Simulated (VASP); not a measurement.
# EuNi3 (Pm-3m) in VASP: a series of runs, part 2 of 2

VASP 6.6.1. The steps go on from the part before.

## Step 4: Single point, PBE, collinear spin, ferromagnetic start

This run uses another cell than the first one, of 14.99 Å³/atom, 1.041 times its volume.

INCAR reads:

```
SYSTEM = EuNi3
  PREC = Accurate
  ENCUT = 520
  EDIFF = 1E-7
  ISMEAR = -1
  SIGMA = 0.05
  LREAL = .False.
  LASPH = .True.
  NELM = 150
  ALGO = Normal
  ISIF = 2
  LWAVE = .False.
  LCHARG = .False.
  ISPIN = 2
  MAGMOM = 7 1 1 1
  LORBIT = 11
  LMAXMIX = 6
  GGA = PE
  NBANDS = 36
```

KPOINTS reads:

```
Automatic mesh
0
Gamma
  7 7 7
  0 0 0
```

POSCAR reads:

```
EuNi3
1.0
    3.9136725914      0.0000000000      0.0000000000
    0.0000000000      3.9136725914      0.0000000000
    0.0000000000      0.0000000000      3.9136725914
Eu Ni
1 3
Direct
    0.0000000000      0.0000000000      0.0000000000
    0.5000000000      0.0000000000      0.5000000000
    0.0000000000      0.5000000000      0.5000000000
    0.5000000000      0.5000000000      0.0000000000
```

Potentials or basis: VASP PAW PBE potentials, release 64 (Eu, Ni).

Launch:

```console
cat potpaw_PBE.64/Eu/POTCAR potpaw_PBE.64/Ni/POTCAR > POTCAR
mpirun -np 1 vasp_std > vasp.out
```

OUTCAR:

```text
SYSTEM = EuNi3
   PREC = Accurate
   ENCUT = 520
   EDIFF = 1E-7
   ISMEAR = -1
   LREAL = .False.
   LASPH = .True.
   NELM = 150
   ISIF = 2
   ISPIN = 2
   LORBIT = 11
   GGA = PE

 ion  position               nearest neighbor table
   1  0.000  0.000  0.000-   2 2.77   3 2.77   4 2.77   2 2.77   3 2.77   3 2.77   4 2.77   3 2.77
                             2 2.77   4 2.77   2 2.77   4 2.77
   2  0.500  0.000  0.500-   1 2.77   3 2.77   4 2.77   1 2.77   4 2.77   3 2.77   4 2.77   4 2.77
                             1 2.77   3 2.77   1 2.77   3 2.77
   3  0.000  0.500  0.500-   1 2.77   2 2.77   4 2.77   1 2.77   4 2.77   1 2.77   2 2.77   1 2.77
                             2 2.77   4 2.77   4 2.77   2 2.77
   4  0.500  0.500  0.000-   1 2.77   2 2.77   3 2.77   2 2.77   3 2.77   1 2.77   2 2.77   2 2.77
                             1 2.77   3 2.77   3 2.77   1 2.77

  LATTYP: Found a simple cubic cell.
 ALAT       =     3.9136725914

  Lattice vectors:

 A1 = (   3.9136725914,   0.0000000000,   0.0000000000)
 A2 = (   0.0000000000,   3.9136725914,   0.0000000000)
 A3 = (   0.0000000000,   0.0000000000,   3.9136725914)

Analysis of symmetry for initial positions (statically):
=====================================================================
 Subroutine PRICEL returns:
 Original cell was already a primitive cell.

 Routine SETGRP: Setting up the symmetry group for a
 simple cubic supercell.

 Subroutine GETGRP returns: Found 48 space group operations
 (whereof 48 operations were pure point group operations)
 out of a pool of 48 trial point group operations.

The static configuration has the point symmetry O_h .

Analysis of symmetry for dynamics (positions and initial velocities):
=====================================================================
 Subroutine PRICEL returns:
 Original cell was already a primitive cell.

 Routine SETGRP: Setting up the symmetry group for a
 simple cubic supercell.

 Subroutine GETGRP returns: Found 48 space group operations
 (whereof 48 operations were pure point group operations)
 out of a pool of 48 trial point group operations.

The dynamic configuration has the point symmetry O_h .

Analysis of structural, dynamic, and magnetic symmetry:
=====================================================================
 Subroutine PRICEL returns:
 Original cell was already a primitive cell.

 Routine SETGRP: Setting up the symmetry group for a
 simple cubic supercell.

 Subroutine GETGRP returns: Found 48 space group operations
 (whereof 48 operations were pure point group operations)
 out of a pool of 48 trial point group operations.

The overall configuration has the point symmetry O_h .

 Subroutine INISYM returns: Found 48 space group operations
 (whereof 48 operations are pure point group operations),
 and found     1 'primitive' translations

----------------------------------------------------------------------------------------

                                     Primitive cell

  volume of cell :      59.9451

  direct lattice vectors                    reciprocal lattice vectors
     3.913672591  0.000000000  0.000000000     0.255514476  0.000000000  0.000000000
     0.000000000  3.913672591  0.000000000     0.000000000  0.255514476  0.000000000
     0.000000000  0.000000000  3.913672591     0.000000000  0.000000000  0.255514476

  length of vectors
     3.913672591  3.913672591  3.913672591     0.255514476  0.255514476  0.255514476
[... 86 lines left out ...]
   ISIF   =      2    stress and relaxation
   ISYM   =      2    0-nonsym 1-usesym 2-fastsym
   POTIM  = 0.5000    time-step for ionic-motion
   TEBEG  =    0.0;   TEEND  =   0.0 temperature during run
   PSTRESS=    0.0 pullay stress
   NELECT =      47.0000    total number of electrons
   NUPDOWN=      -1.0000    fix difference up-down
   EMIN   =  10.00;   EMAX   =-10.00  energy-range for DOS
   EFERMI =   0.00;   METHOD = LEGACY
   ISMEAR =    -1;   SIGMA  =   0.05  broadening in eV -4-tet -1-fermi 0-gaus
   EFERMI_NEDOS =   21; number of points for ismear=-14 and -15
   IALGO  =     38    algorithm
   IMIX   =      4    mixing-type and parameters
     AMIX     =   0.40;   BMIX     =  1.00
     AMIX_MAG =   1.60;   BMIX_MAG =  1.00
  volume/ion in A,a.u.               =      14.99       101.13
  Fermi-wavevector in a.u.,A,eV,Ry     =   1.509581  2.852694 31.005411  2.278833
  Thomas-Fermi vector in A             =   2.619884
   LORBIT       =     11    0 simple, 1 ext, 2 COOP (PROOUT), +10 PAW based schemes
   GGA     = PE    functional components
   LHFCALC =     F    Hartree Fock is set to
   AEXX    =    0.0000 exact exchange contribution
   IVDW    =     0    specifies the selected vdW correction
   LEPSILON=     F    determine dielectric tensor
   LRPA    =     F    only Hartree local field effects (RPA)
 spin polarized calculation
  energy-cutoff  :      520.00
  volume of cell :       59.95
 maximum number of plane-waves:      1630
 NGX is ok and might be reduce to    30
   NGX = 15   NGY = 15   NGZ = 15

 number of electron      47.0000000 magnetization      10.0000000

 number of electron      47.0000018 magnetization       5.9521085

 Free energy of the ion-electron system (eV)
  ---------------------------------------------------
  ext. energy  EPLUGINS =         0.00000000
  ---------------------------------------------------
  free energy    TOTEN  =       -27.52101600 eV

  energy without entropy =      -27.43555126  energy(sigma->0) =      -27.47828363

 E-fermi :   6.2769     XC(G=0): -12.1840

 val. band max:        6.2727327418   @ k =   0.2857   0.2857   0.1429
 cond. band min:       6.2779307880   @ k =   0.4286   0.1429   0.1429
 fundamental gap:      0.0051980462
 Fermi energy:         6.2769020443

 spin component 1

 k-point     1 :       0.0000    0.0000    0.0000
  band No.  band energies     occupation
      1     -34.4358      1.00000
      2     -13.0912      1.00000
      3     -13.0912      1.00000
      4     -13.0912      1.00000
      5      -0.4144      1.00000
      6       2.7330      1.00000
[... 749 lines left out ...]
     34      13.2620      0.00000
     35      13.2620      0.00000
 Fermi energy:         6.2769020443

 spin component 2

 k-point     1 :       0.0000    0.0000    0.0000
  band No.  band energies     occupation
      1     -31.5311      1.00000
      2     -11.0154      1.00000
      3     -11.0154      1.00000
      4     -11.0154      1.00000
      5      -0.1779      1.00000
      6       2.8224      1.00000
[... 749 lines left out ...]
     34      14.3230      0.00000
     35      14.3230      0.00000
 [bands above 35 left out]

------------------------ aborting loop because EDIFF is reached ----------------------------------------

  FORCE on cell =-STRESS in cart. coord.  units (eV):
  Direction    XX          YY          ZZ          XY          YZ          ZX
  --------------------------------------------------------------------------------------
  -------------------------------------------------------------------------------------
  Total       -0.1683657     -0.1683657     -0.1683657      0.0000000      0.0000000     -0.0000000
  in kB       -4.4999805     -4.4999805     -4.4999805      0.0000000      0.0000000     -0.0000000
  external PRESSURE =      -4.4999805 kB  Pullay stress =       0.0000000 kB

 VOLUME and BASIS-vectors are now :
 -----------------------------------------------------------------------------
  energy-cutoff  :      520.00
  volume of cell :       59.95
      direct lattice vectors                 reciprocal lattice vectors
     3.913672591  0.000000000  0.000000000     0.255514476  0.000000000  0.000000000
     0.000000000  3.913672591  0.000000000     0.000000000  0.255514476  0.000000000
     0.000000000  0.000000000  3.913672591     0.000000000  0.000000000  0.255514476

 POSITION                                       TOTAL-FORCE (eV/Angst)
 -----------------------------------------------------------------------------------
      0.00000      0.00000      0.00000         0.000000      0.000000      0.000000
      1.95684      0.00000      1.95684         0.000000      0.000000      0.000000
      0.00000      1.95684      1.95684         0.000000      0.000000      0.000000
      1.95684      1.95684      0.00000         0.000000      0.000000      0.000000
 -----------------------------------------------------------------------------------
    total drift:                                0.000000      0.000000     -0.000000

  FREE ENERGIE OF THE ION-ELECTRON SYSTEM (eV)
  ---------------------------------------------------
  free  energy   TOTEN  =       -27.5210160035 eV

  energy  without entropy=      -27.4355512554  energy(sigma->0) =      -27.47828363

 total charge

# of ion       s       p       d       f       tot
--------------------------------------------------
    1        2.096   5.709   0.720   6.376  14.900
    2        0.467   0.304   8.395   0.000   9.165
    3        0.467   0.304   8.395   0.000   9.165
    4        0.467   0.304   8.395   0.000   9.165
--------------------------------------------------
tot          3.496   6.621  25.903   6.376  42.396

 magnetization (x)

# of ion       s       p       d       f       tot
--------------------------------------------------
    1        0.001  -0.080   0.136   6.251   6.307
    2        0.007   0.020  -0.257   0.000  -0.229
    3        0.007   0.020  -0.257   0.000  -0.229
    4        0.007   0.020  -0.257   0.000  -0.229
--------------------------------------------------
tot          0.022  -0.020  -0.634   6.251   5.620
```

It took 3.7 min on 1 thread of Oxide Virtual Turin-like, shared host; peak memory 0.21 GiB.

Results:

| Property | Result |
| --- | --- |
| Free energy | -27.5210 eV |
| Pressure | -0.4 GPa |
| Net moment | 5.95 μB per cell |
| Site moments | Eu +6.31; Ni -0.23 μB |
| Valence electrons inside the program's atomic spheres | Eu 14.90; Ni 9.16 |

Levels at points of the mesh, in eV from the Fermi level:
Spin up:
| k point | band 23 | band 24 | band 25 | band 26 | band 27 | band 28 | band 29 | band 30 |
| --- | --- | --- | --- | --- | --- | --- | --- | --- |
| (0.00, 0.00, 0.00) | -0.39 | -0.16 | 0.11 | 0.11 | 0.11 | 2.78 | 2.78 | 3.58 |
Spin down:
| k point | band 17 | band 18 | band 19 | band 20 | band 21 | band 22 | band 23 | band 24 |
| --- | --- | --- | --- | --- | --- | --- | --- | --- |
| (0.00, 0.00, 0.00) | -0.39 | -0.20 | -0.20 | -0.20 | 3.00 | 3.00 | 3.01 | 3.01 |

Caveat: spin-orbit coupling is left out, which moves the levels of the heavy elements; without U or exact exchange the open f shell lies at the Fermi level, which spoils levels, moments and volumes.

## Step 5: Single point, PBE, collinear spin, ferromagnetic start

This run uses another cell than the first one, of 15.57 Å³/atom, 1.082 times its volume.

INCAR reads:

```
SYSTEM = EuNi3
PREC = Accurate
ENCUT = 520
EDIFF = 1E-6
ISMEAR = -1
SIGMA = 0.05
LREAL = .False.
LASPH = .True.
NELM = 150
ALGO = Normal
ISIF = 2
LWAVE = .False.
LCHARG = .True.
ISPIN = 2
MAGMOM = 7 1 1 1
LORBIT = 11
LMAXMIX = 6
GGA = PE
LELF = .True.
LVHAR = .True.
NBANDS = 36
```

KPOINTS is that of step 4.

POSCAR reads:

```
EuNi3
1.0
    3.9641771630      0.0000000000      0.0000000000
    0.0000000000      3.9641771630      0.0000000000
    0.0000000000      0.0000000000      3.9641771630
Eu Ni
1 3
Direct
    0.0000000000      0.0000000000      0.0000000000
    0.5000000000      0.0000000000      0.5000000000
    0.0000000000      0.5000000000      0.5000000000
    0.5000000000      0.5000000000      0.0000000000
```

Launch:

```console
cat potpaw_PBE.64/Eu/POTCAR potpaw_PBE.64/Ni/POTCAR > POTCAR
mpirun -np 1 vasp_std > vasp.out
```

Run time: 3.8 min. Hardware: 1 thread of Oxide Virtual Turin-like, shared host; peak memory 0.21 GiB.

Results (log left out):

```
Free energy                                           : -27.4892 eV
Pressure                                              : -3.8 GPa
Net moment                                            : 5.95 μB per cell
Site moments                                          : Eu +6.32; Ni -0.24 μB
Valence electrons inside the program's atomic spheres : Eu 14.86; Ni 9.12
```

Levels at points of the mesh, in eV from the Fermi level:
Spin up:
| k point | band 23 | band 24 | band 25 | band 26 | band 27 | band 28 | band 29 | band 30 |
| --- | --- | --- | --- | --- | --- | --- | --- | --- |
| (0.00, 0.00, 0.00) | -0.37 | -0.14 | 0.11 | 0.11 | 0.11 | 2.69 | 2.69 | 3.46 |
Spin down:
```csv
k point,band 18,band 19,band 20,band 21,band 22,band 23
"(0.00, 0.00, 0.00)",-0.22,-0.22,-0.22,2.90,2.90,2.98
```

Caveat: spin-orbit coupling is left out, which moves the levels of the heavy elements; without U or exact exchange the open f shell lies at the Fermi level, which spoils levels, moments and volumes. The state reached can hang on the start; a lower one may exist.

## Step 6: Overview

```tsv
cell	gap on the mesh (eV)	pressure (GPa)	moment (μB)
a = 3.862 Å, 4 atoms	none	3.8	5.95
a = 3.888 Å, 4 atoms	none	1.4	5.95
a = 3.914 Å, 4 atoms	none	-0.4	5.95
a = 3.964 Å, 4 atoms	none	-3.8	5.95
```

Alike in all rows: task single point; level PBE; potentials or basis VASP PAW PBE potentials, release 64 (Eu, Ni); spin collinear, ferromagnetic start; k mesh 7 × 7 × 7; cutoff (eV) 520; smearing fermi-dirac 0.05 eV.

Caveats: spin-orbit coupling is left out, which moves the levels of the heavy elements; without U or exact exchange the open f shell lies at the Fermi level, which spoils levels, moments and volumes.

Absolute energies hang on the potentials; compare differences alone.
